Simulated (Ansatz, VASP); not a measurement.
Given: the input of a run of Ansatz 0.2.0 on KI.

The input input.yaml:

```yaml
crystal:
  lattice:
    - [0.0, 3.5090643863, 3.5090643863]
    - [3.5090643863, 0.0, 3.5090643863]
    - [3.5090643863, 3.5090643863, 0.0]
  atoms:
    - { symbol: I, position: [0.5, 0.5, 0.5] }
    - { symbol: K, position: [0.0, 0.0, 0.0] }
kpoints:
  mp_grid: { grid: [7, 7, 7] }
scf:
  occupations: { method: fermi_dirac, width: 0.05 }
hamiltonian:
  xc: pbesol
  pseudopotentials: { kind: all_electron, lapw: { basis_error: 0.001 } }
output:
  forces: true
  stress: true
  eigenvalues: true
```

Potentials or basis: all-electron LAPW, scalar-relativistic.

Run with:

```console
$ ansatz run input.yaml --threads 1 --pin off --max-ram 3072MiB --backend cpu --events-out ev --progress --plain --runs-dir out
```

Task: Set up the same calculation for VASP 6.6.1. Potentials there: VASP PAW PBE potentials, release 64 (I, K_sv).

Result: As run (the cutoff follows the program's own potentials):

File INCAR:

```
PREC     = Accurate       # precision mode
ENCUT    = 520            # plane-wave cutoff, eV
EDIFF    = 1E-6           # SCF threshold, eV
ISMEAR   = -1             # smearing method
SIGMA    = 0.05           # smearing width, eV
LREAL    = False          # projectors in reciprocal space
LASPH    = True           # aspherical terms in the spheres
NELM     = 100            # most SCF steps
ALGO     = Normal         # electronic algorithm
ISIF     = 2              # what is computed and relaxed
LWAVE    = False          # write WAVECAR
LCHARG   = True           # write CHGCAR
GGA      = PS             # functional
LELF     = True           # ELF
LVHAR    = True         
NBANDS   = 15             # bands
```

The input KPOINTS:

```
regular mesh
0
Gamma
  7 7 7
```

POSCAR

```
KI
1.0
    0.0000000000      3.5090643863      3.5090643863
    3.5090643863      0.0000000000      3.5090643863
    3.5090643863      3.5090643863      0.0000000000
I K
1 1
Direct
    0.5000000000      0.5000000000      0.5000000000
    0.0000000000      0.0000000000      0.0000000000
```

Potentials or basis: VASP PAW PBE potentials, release 64 (I, K_sv).

The run is started by

```bash
$ cat potpaw_PBE.64/I/POTCAR potpaw_PBE.64/K_sv/POTCAR > POTCAR
$ mpirun -np 1 vasp_std > vasp.out
```

Both were run:

|  | VASP | Ansatz | Ansatz less VASP |
| --- | --- | --- | --- |
| gap on the k mesh at the Fermi level (eV) | 3.86 | 3.86 | +0.004 |
| least direct gap on the mesh (eV) | 3.86 | 3.86 | +0.004 |
| pressure (GPa) | 0.0 | -0.1 | -0.04 |

VASP's potentials were made for PBE, not for PBEsol. Ansatz ran all-electron here, and VASP with PAW potentials.

Spin-orbit coupling is off throughout.
